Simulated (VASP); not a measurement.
# MgO (P6_3/mmc) in VASP: notebook

The runs below take MgO through single point, with PBEsol.

Everything below comes from runs of VASP 6.6.1. Logs are shortened: lines on timing, memory, paths and dates and some standing lists are left out, and cuts for length are marked.

### 1 The cell of the first run

The structure is hexagonal, space group P6_3/mmc (No. 194). The conventional cell has a = 3.377 Å, b = 3.377 Å, c = 4.452 Å, α = 90.00°, β = 90.00°, γ = 120.00°. Mg (site symmetry -6m2) has 5 O at 1.95 to 2.23 Å within 2.6 Å. O (site symmetry -6m2) has 5 Mg at 1.95 to 2.23 Å within 2.6 Å.

### 2 Single point, PBEsol

The input, INCAR:

```
SYSTEM = MgO
ALGO = Normal
EDIFF = 1E-7
ENCUT = 520
GGA = PS
ISIF = 2
ISMEAR = 0
LASPH = .TRUE.
LCHARG = .FALSE.
LREAL = .FALSE.
LWAVE = .FALSE.
NBANDS = 16
NELM = 100
PREC = Accurate
SIGMA = 0.05
```

The input, KPOINTS:

```
k-points
0
G
  9 9 6
  0 0 0
```

The input, POSCAR:

```
MgO
1.0
    3.3773564079      0.0000000000      0.0000000000
   -1.6886782040      2.9248764469      0.0000000000
    0.0000000000      0.0000000000      4.4521300693
Mg O
2 2
Direct
    0.6666666667      0.3333333333      0.7500000000
    0.3333333333      0.6666666667      0.2500000000
    0.6666666667      0.3333333333      0.2500000000
    0.3333333333      0.6666666667      0.7500000000
```

Potentials or basis: VASP PAW PBE potentials, release 64 (Mg, O).

Run with:

```bash
> cat potpaw_PBE.64/Mg/POTCAR potpaw_PBE.64/O/POTCAR > POTCAR
> mpirun -np 1 vasp_std > vasp.out
```

OUTCAR:

```text
SYSTEM = MgO
   EDIFF = 1E-7
   ENCUT = 520
   GGA = PS
   ISIF = 2
   ISMEAR = 0
   LASPH = .TRUE.
   LREAL = .FALSE.
   NELM = 100
   PREC = Accurate

 ion  position               nearest neighbor table
   1  0.667  0.333  0.750-   4 1.95   4 1.95   4 1.95   3 2.23   3 2.23   2 2.96   2 2.96   2 2.96
                             2 2.96   2 2.96   2 2.96
   2  0.333  0.667  0.250-   3 1.95   3 1.95   3 1.95   4 2.23   4 2.23   1 2.96   1 2.96   1 2.96
                             1 2.96   1 2.96   1 2.96
   3  0.667  0.333  0.250-   2 1.95   2 1.95   2 1.95   1 2.23   1 2.23
   4  0.333  0.667  0.750-   1 1.95   1 1.95   1 1.95   2 2.23   2 2.23

  LATTYP: Found a hexagonal cell.
 ALAT       =     3.3773564079
 C/A-ratio  =     1.3182292692

  Lattice vectors:

 A1 = (   3.3773564079,   0.0000000000,   0.0000000000)
 A2 = (  -1.6886782040,   2.9248764469,   0.0000000000)
 A3 = (   0.0000000000,   0.0000000000,   4.4521300693)

Analysis of symmetry for initial positions (statically):
=====================================================================
 Subroutine PRICEL returns:
 Original cell was already a primitive cell.

 Routine SETGRP: Setting up the symmetry group for a
 hexagonal supercell.

 Subroutine GETGRP returns: Found 24 space group operations
 (whereof 12 operations were pure point group operations)
 out of a pool of 24 trial point group operations.

The static configuration has the point symmetry D_3d.
 The point group associated with its full space group is D_6h.

Analysis of symmetry for dynamics (positions and initial velocities):
=====================================================================
 Subroutine PRICEL returns:
 Original cell was already a primitive cell.

 Routine SETGRP: Setting up the symmetry group for a
 hexagonal supercell.

 Subroutine GETGRP returns: Found 24 space group operations
 (whereof 12 operations were pure point group operations)
 out of a pool of 24 trial point group operations.

The dynamic configuration has the point symmetry D_3d.
 The point group associated with its full space group is D_6h.

 Subroutine INISYM returns: Found 24 space group operations
 (whereof 12 operations are pure point group operations),
 and found     1 'primitive' translations

----------------------------------------------------------------------------------------

                                     Primitive cell

  volume of cell :      43.9797

[... 94 lines left out ...]
   EDIFFG = 0.1E-05   stopping-criterion for IOM
   NSW    =      0    number of steps for IOM
   IBRION =     -1    ionic relax: 0-MD 1-quasi-New 2-CG
   NFREE  =      0    steps in history (QN), initial steepest desc. (CG)
   ISIF   =      2    stress and relaxation
   ISYM   =      2    0-nonsym 1-usesym 2-fastsym
   POTIM  = 0.5000    time-step for ionic-motion
   TEBEG  =    0.0;   TEEND  =   0.0 temperature during run
   PSTRESS=    0.0 pullay stress
   NELECT =      16.0000    total number of electrons
   NUPDOWN=      -1.0000    fix difference up-down
   EMIN   =  10.00;   EMAX   =-10.00  energy-range for DOS
   EFERMI =   0.00;   METHOD = LEGACY
   ISMEAR =     0;   SIGMA  =   0.05  broadening in eV -4-tet -1-fermi 0-gaus
   EFERMI_NEDOS =   21; number of points for ismear=-14 and -15
   IALGO  =     38    algorithm
   IMIX   =      4    mixing-type and parameters
     AMIX     =   0.40;   BMIX     =  1.00
     AMIX_MAG =   1.60;   BMIX_MAG =  1.00
  volume/ion in A,a.u.               =      10.99        74.20
  Fermi-wavevector in a.u.,A,eV,Ry     =   1.168685  2.208494 18.583167  1.365824
  Thomas-Fermi vector in A             =   2.305168
   LORBIT       =      0    0 simple, 1 ext, 2 COOP (PROOUT), +10 PAW based schemes
   GGA     = PS    functional components
   LHFCALC =     F    Hartree Fock is set to
   AEXX    =    0.0000 exact exchange contribution
   IVDW    =     0    specifies the selected vdW correction
   LEPSILON=     F    determine dielectric tensor
   LRPA    =     F    only Hartree local field effects (RPA)
 non-spin polarized calculation
 Gauss-broadening in eV      SIGMA  =   0.05
  energy-cutoff  :      520.00
  volume of cell :       43.98
 maximum number of plane-waves:      1211
 NGX is ok and might be reduce to    28

 number of electron      15.9999998 magnetization

 Free energy of the ion-electron system (eV)
  ---------------------------------------------------
  ext. energy  EPLUGINS =         0.00000000
  ---------------------------------------------------
  free energy    TOTEN  =       -24.62453325 eV

  energy without entropy =      -24.62453325  energy(sigma->0) =      -24.62453325

 E-fermi :   2.3110     XC(G=0): -10.3276

 val. band max:        1.9978241838   @ k =   0.0000   0.0000   0.0000
 cond. band min:       5.2119180562   @ k =   0.0000   0.0000   0.0000
 fundamental gap:      3.2140938724
 Fermi energy:         2.3110326578

 k-point     1 :       0.0000    0.0000    0.0000
  band No.  band energies     occupation
      1     -14.9567      2.00000
      2     -13.7037      2.00000
      3      -1.9573      2.00000
      4       0.2872      2.00000
      5       0.2872      2.00000
      6       0.9817      2.00000
[... 433 lines left out ...]
      3      -1.5996      2.00000
      4      -0.9182      2.00000
      5      -0.9182      2.00000
      6       0.4040      2.00000
[... 8 lines left out ...]
     15      15.2738      0.00000
     16      18.7875      0.00000

 [... further k-points ...]

------------------------ aborting loop because EDIFF is reached ----------------------------------------

  FORCE on cell =-STRESS in cart. coord.  units (eV):
  Direction    XX          YY          ZZ          XY          YZ          ZX
  --------------------------------------------------------------------------------------
  -------------------------------------------------------------------------------------
  Total        2.0704852      2.0704852     -2.0389149     -0.0000000     -0.0000000     -0.0000000
  in kB       75.4276288     75.4276288    -74.2775236     -0.0000000     -0.0000000     -0.0000000
  external PRESSURE =      25.5259113 kB  Pullay stress =       0.0000000 kB

 VOLUME and BASIS-vectors are now :
 -----------------------------------------------------------------------------
  energy-cutoff  :      520.00
  volume of cell :       43.98
      direct lattice vectors                 reciprocal lattice vectors
     3.377356408  0.000000000  0.000000000     0.296089568  0.170947392  0.000000000
    -1.688678204  2.924876447  0.000000000     0.000000000  0.341894784  0.000000000
     0.000000000  0.000000000  4.452130069     0.000000000  0.000000000  0.224611587

 POSITION                                       TOTAL-FORCE (eV/Angst)
 -----------------------------------------------------------------------------------
      1.68868      0.97496      3.33910         0.000000     -0.000000     -0.000000
     -0.00000      1.94992      1.11303        -0.000000      0.000000     -0.000000
      1.68868      0.97496      1.11303        -0.000000      0.000000      0.000000
     -0.00000      1.94992      3.33910         0.000000     -0.000000      0.000000
 -----------------------------------------------------------------------------------
    total drift:                               -0.000000      0.000000     -0.000000

  FREE ENERGIE OF THE ION-ELECTRON SYSTEM (eV)
  ---------------------------------------------------
  free  energy   TOTEN  =       -24.6245332514 eV

  energy  without entropy=      -24.6245332514  energy(sigma->0) =      -24.62453325
```

It took 22 s on 1 thread of Intel Xeon Platinum 8488C (Sapphire Rapids), shared host; peak memory 0.18 GiB.

Results:

```
Free energy            : -24.6245 eV
Pressure               : 2.6 GPa
Band gap on the k mesh : 3.21 eV, direct
```

Caveat: the PAW data sets were made with another functional, which shifts forces and pressure a little.

### 3 Single point, PBEsol

This run uses another cell than the first one, of the same volume but with other edges.

The input, INCAR:

```
SYSTEM = MgO
ALGO     = Normal         ! electronic algorithm
EDIFF    = 1E-6           ! SCF threshold, eV
ENCUT    = 520            ! plane-wave cutoff, eV
GGA      = PS             ! functional
ISIF     = 2              ! what is computed and relaxed
ISMEAR   = 0              ! smearing method
LASPH    = .TRUE.         ! aspherical terms in the spheres
LCHARG   = .FALSE.        ! write CHGCAR
LREAL    = .FALSE.        ! projectors in reciprocal space
LWAVE    = .FALSE.        ! write WAVECAR
NBANDS   = 16             ! bands
NELM     = 100            ! most SCF steps
PREC     = Accurate       ! precision mode
SIGMA    = 0.05           ! smearing width, eV
```

KPOINTS is that of step 2.

The input, POSCAR:

```
MgO
1.0
    3.5341423990      0.0000000000      0.0000000000
   -1.7670711995      3.0606570981      0.0000000000
    0.0000000000      0.0000000000      4.0658705033
Mg O
2 2
Direct
    0.6666666667      0.3333333333      0.7500000000
    0.3333333333      0.6666666667      0.2500000000
    0.6666666667      0.3333333333      0.2500000000
    0.3333333333      0.6666666667      0.7500000000
```

Potentials or basis: VASP PAW PBE potentials, release 64 (Mg, O).

Run with:

```bash
> cat potpaw_PBE.64/Mg/POTCAR potpaw_PBE.64/O/POTCAR > POTCAR
> mpirun -np 1 vasp_std > vasp.out
```

OUTCAR:

```text
SYSTEM = MgO
   EDIFF = 1E-6
   ENCUT = 520
   GGA = PS
   ISIF = 2
   ISMEAR = 0
   LASPH = .TRUE.
   LREAL = .FALSE.
   NELM = 100
   PREC = Accurate

 ion  position               nearest neighbor table
   1  0.667  0.333  0.750-   3 2.03   3 2.03   4 2.04   4 2.04   4 2.04   2 2.88   2 2.88   2 2.88
                             2 2.88   2 2.88   2 2.88
   2  0.333  0.667  0.250-   4 2.03   4 2.03   3 2.04   3 2.04   3 2.04   1 2.88   1 2.88   1 2.88
                             1 2.88   1 2.88   1 2.88
   3  0.667  0.333  0.250-   1 2.03   1 2.03   2 2.04   2 2.04   2 2.04
[... 662 lines left out ...]
  --------------------------------------------------------------------------------------
  -------------------------------------------------------------------------------------
  Total       -0.3581165     -0.3581165      1.9815366      0.0000000      0.0000000      0.0000000
  in kB      -13.0461568    -13.0461568     72.1872371      0.0000000      0.0000000      0.0000000
  external PRESSURE =      15.3649745 kB  Pullay stress =       0.0000000 kB

 VOLUME and BASIS-vectors are now :
 -----------------------------------------------------------------------------
  energy-cutoff  :      520.00
  volume of cell :       43.98
      direct lattice vectors                 reciprocal lattice vectors
     3.534142399  0.000000000  0.000000000     0.282954077  0.163363612  0.000000000
    -1.767071199  3.060657098  0.000000000     0.000000000  0.326727225  0.000000000
     0.000000000  0.000000000  4.065870503     0.000000000  0.000000000  0.245949791

 POSITION                                       TOTAL-FORCE (eV/Angst)
 -----------------------------------------------------------------------------------
      1.76707      1.02022      3.04940         0.000000      0.000000      0.000000
     -0.00000      2.04044      1.01647        -0.000000     -0.000000      0.000000
      1.76707      1.02022      1.01647         0.000000      0.000000      0.000000
     -0.00000      2.04044      3.04940         0.000000     -0.000000      0.000000
 -----------------------------------------------------------------------------------
    total drift:                                0.000000     -0.000000      0.000000

  FREE ENERGIE OF THE ION-ELECTRON SYSTEM (eV)
  ---------------------------------------------------
  free  energy   TOTEN  =       -24.7261431296 eV

  energy  without entropy=      -24.7261431296  energy(sigma->0) =      -24.72614313
```

OSZICAR:

```text
N       E                     dE             d eps       ncg     rms          rms(c)
DAV:   1     0.574728515383E+02    0.57473E+02   -0.74257E+03  1544   0.885E+02
DAV:   2    -0.249124629881E+02   -0.82385E+02   -0.75079E+02  2168   0.193E+02
DAV:   3    -0.283902310908E+02   -0.34778E+01   -0.34683E+01  1776   0.416E+01
DAV:   4    -0.284039118230E+02   -0.13681E-01   -0.13680E-01  1888   0.302E+00
DAV:   5    -0.284039805572E+02   -0.68734E-04   -0.68734E-04  1784   0.206E-01    0.105E+01
DAV:   6    -0.248452217923E+02    0.35588E+01   -0.90172E+00  1648   0.233E+01    0.348E+00
DAV:   7    -0.247682738856E+02    0.76948E-01   -0.14167E-01  1584   0.305E+00    0.208E+00
DAV:   8    -0.247284215924E+02    0.39852E-01   -0.95823E-02  1768   0.320E+00    0.516E-01
DAV:   9    -0.247256602823E+02    0.27613E-02   -0.80483E-03  1800   0.783E-01    0.108E-01
DAV:  10    -0.247261383735E+02   -0.47809E-03   -0.39142E-04  1568   0.164E-01    0.242E-02
DAV:  11    -0.247261451140E+02   -0.67406E-05   -0.13625E-05  1808   0.291E-02    0.174E-02
DAV:  12    -0.247261438735E+02    0.12406E-05   -0.29912E-06  1576   0.142E-02    0.713E-03
DAV:  13    -0.247261431296E+02    0.74383E-06   -0.20777E-06  1368   0.115E-02
   1 F= -.24726143E+02 E0= -.24726143E+02  d E =-.205736E-11
```

stdout:

```text
POSCAR found type information on POSCAR MgO
 POSCAR found :  2 types and       4 ions
 scaLAPACK will be used
 -----------------------------------------------------------------------------
|                                                                             |
|                                                                             |
|     You enforced a specific xc type in the INCAR file but a different       |
|     I HOPE YOU KNOW WHAT YOU ARE DOING!                                     |
|                                                                             |
 -----------------------------------------------------------------------------

 LDA part: xc-table for (Slater+PW92), standard interpolation
 POSCAR, INCAR and KPOINTS ok, starting setup
 FFT: planning ... GRIDC
 FFT: planning ... GRID_SOFT
 FFT: planning ... GRID
 WAVECAR not read
 entering main loop
```

Run time: 17 s. Hardware: 1 thread of Intel Xeon Platinum 8488C (Sapphire Rapids), shared host; peak memory 0.17 GiB.

Results:

- Free energy: -24.7261 eV
- Pressure: 1.5 GPa
- Band gap on the k mesh: 3.36 eV, direct

Caveat: the PAW data sets were made with another functional, which shifts forces and pressure a little.

### 4 Single point, PBEsol

This run uses another cell than the first one, of the same volume but with other edges.

The input, INCAR:

```
SYSTEM = MgO
  ALGO = Normal
  EDIFF = 1E-6
  ENCUT = 520
  GGA = PS
  ISIF = 2
  ISMEAR = 0
  LASPH = .True.
  LCHARG = .True.
  LELF = .True.
  LREAL = .False.
  LVHAR = .True.
  LWAVE = .False.
  NBANDS = 16
  NELM = 100
  PREC = Accurate
  SIGMA = 0.05
```

The input, KPOINTS:

```
k-points
0
Gamma
  9 9 6
  0 0 0
```

The input, POSCAR:

```
MgO
1.0
    3.4301361268      0.0000000000      0.0000000000
   -1.7150680634      2.9705850243      0.0000000000
    0.0000000000      0.0000000000      4.3161737560
Mg O
2 2
Direct
    0.6666666667      0.3333333333      0.7500000000
    0.3333333333      0.6666666667      0.2500000000
    0.6666666667      0.3333333333      0.2500000000
    0.3333333333      0.6666666667      0.7500000000
```

Run with:

```bash
> cat potpaw_PBE.64/Mg/POTCAR potpaw_PBE.64/O/POTCAR > POTCAR
> mpirun -np 1 vasp_std > vasp.out
```

Run time: 18 s. Hardware: 1 thread of Intel Xeon Platinum 8488C (Sapphire Rapids), shared host; peak memory 0.18 GiB.

It converged, with:

* Free energy: -24.7228 eV
* Pressure: 1.1 GPa
* Band gap on the k mesh: 3.26 eV, direct

Stress tensor (GPa, compression positive):
```
 3.75  0.00  0.00
 0.00  3.75  0.00
 0.00  0.00 -4.26
```

Levels at points of the mesh, in eV from the valence-band top:
```csv
k point,band 6,band 7,band 8,band 9,band 10,band 11
"(0.00, 0.00, 0.00)",-0.93,-0.93,0.00,3.26,9.19,11.62
"(0.00, 0.00, 0.50)",-1.35,-1.35,-1.35,6.26,6.26,13.06
```

Caveat: the PAW data sets were made with another functional, which shifts forces and pressure a little.

(Continued in part 2 of 2.)
